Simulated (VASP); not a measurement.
Here is a VASP 6.6.1 calculation.

INCAR

```
  PREC = Accurate
  ENCUT = 520
  EDIFF = 1E-6
  ISMEAR = 0
  SIGMA = 0.01
  LREAL = F
  LASPH = T
  NELM = 80
  ALGO = Normal
  ISIF = 2
  LWAVE = F
  LCHARG = F
  GGA = PS
  NBANDS = 16
```

File KPOINTS:

```
regular mesh
0
Gamma
  8 8 8
```

Contents of POSCAR:

```
CdTe
1.0
    0.0000000000      3.1594341706      3.1594341706
    3.1594341706      0.0000000000      3.1594341706
    3.1594341706      3.1594341706      0.0000000000
Cd Te
1 1
Direct
    0.0000000000      0.0000000000      0.0000000000
    0.7500000000      0.7500000000      0.7500000000
```

Potentials or basis: VASP PAW PBE potentials, release 64 (Cd, Te).

The run is started by

```sh
$ cat potpaw_PBE.64/Cd/POTCAR potpaw_PBE.64/Te/POTCAR > POTCAR
$ mpirun -np 1 vasp_std > vasp.out
```

**Question.** Estimate the band gap on the k mesh.

**Answer.** 0.89 eV, direct.

**Question.** What does it give for the pressure?

**Answer.** 4.2 GPa.

Caveat: the PAW data sets were made with another functional, which shifts forces and pressure a little; spin-orbit coupling is left out, which moves the levels of the heavy elements.
